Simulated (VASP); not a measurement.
Write the native input for VASP 6.6.1 that does the following.

| Item | Value |
| --- | --- |
| Task | single point |
| Functional | r2SCAN |
| Potentials or basis | VASP PAW PBE potentials, release 64 (Ba_sv, Zr_sv, O) |
| Cutoff | 520 eV |
| k mesh | 6 × 6 × 6 |
| Occupations | gaussian, width 0.02 eV |
| Spin | no spin polarisation |
| Dipole correction | no |
| Further INCAR settings | ALGO = Normal; EDIFF = 1e-06; NBANDS = 28 |

Crystal: BaZrO3.

```xyz
5
Lattice="4.1193 0.0000 0.0000 0.0000 4.1193 0.0000 0.0000 0.0000 4.1193" Properties=species:S:1:pos:R:3 pbc="T T T"
Ba    0.0000    0.0000    0.0000
Zr    2.0597    2.0597    2.0597
O     0.0000    2.0597    2.0597
O     2.0597    0.0000    2.0597
O     2.0597    2.0597    0.0000
```

This cell differs from its parent crystal: volume scaled by 0.94.

The input as run:

POSCAR

```
BaZrO3
1.0
    4.1193319520      0.0000000000      0.0000000000
    0.0000000000      4.1193319520      0.0000000000
    0.0000000000      0.0000000000      4.1193319520
Ba Zr O
1 1 3
Direct
    0.0000000000      0.0000000000      0.0000000000
    0.5000000000      0.5000000000      0.5000000000
    0.0000000000      0.5000000000      0.5000000000
    0.5000000000      0.0000000000      0.5000000000
    0.5000000000      0.5000000000      0.0000000000
```

INCAR.step1

```
SYSTEM = BaZrO3
PREC     = Accurate       ! precision mode
ENCUT    = 520            ! plane-wave cutoff, eV
ISMEAR   = 0              ! smearing method
SIGMA    = 0.02           ! smearing width, eV
LREAL    = .False.        ! projectors in reciprocal space
LASPH    = .True.         ! aspherical terms in the spheres
NELM     = 60             ! most SCF steps
NBANDS   = 28             ! bands
GGA      = PE             ! functional
ALGO     = Normal         ! electronic algorithm
EDIFF    = 1E-4           ! SCF threshold, eV
LWAVE    = .True.         ! write WAVECAR
LCHARG   = .False.        ! write CHGCAR
```

INCAR.step2

```
SYSTEM = BaZrO3
PREC     = Accurate       ! precision mode
ENCUT    = 520            ! plane-wave cutoff, eV
EDIFF    = 1E-6           ! SCF threshold, eV
ISMEAR   = 0              ! smearing method
SIGMA    = 0.02           ! smearing width, eV
LREAL    = .False.        ! projectors in reciprocal space
LASPH    = .True.         ! aspherical terms in the spheres
NELM     = 60             ! most SCF steps
ALGO     = Normal         ! electronic algorithm
ISIF     = 2              ! what is computed and relaxed
LWAVE    = .False.        ! write WAVECAR
LCHARG   = .False.        ! write CHGCAR
METAGGA  = R2SCAN         ! meta-GGA
LMIXTAU  = .True.       
NBANDS   = 28             ! bands
ISTART   = 1
```

KPOINTS

```
regular mesh
0
Gamma
  6 6 6
  0 0 0
```

Potentials or basis: VASP PAW PBE potentials, release 64 (Ba_sv, Zr_sv, O).

Command:

```sh
$ cat potpaw_PBE.64/Ba_sv/POTCAR potpaw_PBE.64/Zr_sv/POTCAR potpaw_PBE.64/O/POTCAR > POTCAR
$ cp INCAR.step1 INCAR
$ mpirun -np 1 vasp_std > vasp.out
$ cp INCAR.step2 INCAR
$ mpirun -np 1 vasp_std > vasp.out
```

Results of the run:

The pressure is 12.9 GPa. The band gap on the k mesh is 3.83 eV, indirect (least direct gap 4.00 eV).

Caveat: the PAW data sets were made with another functional, which shifts forces and pressure a little; spin-orbit coupling is left out, which moves the levels of the heavy elements.

It took 77 s on 1 thread of Intel Xeon 6975P-C, on a shared host, peak memory 0.21 GiB.
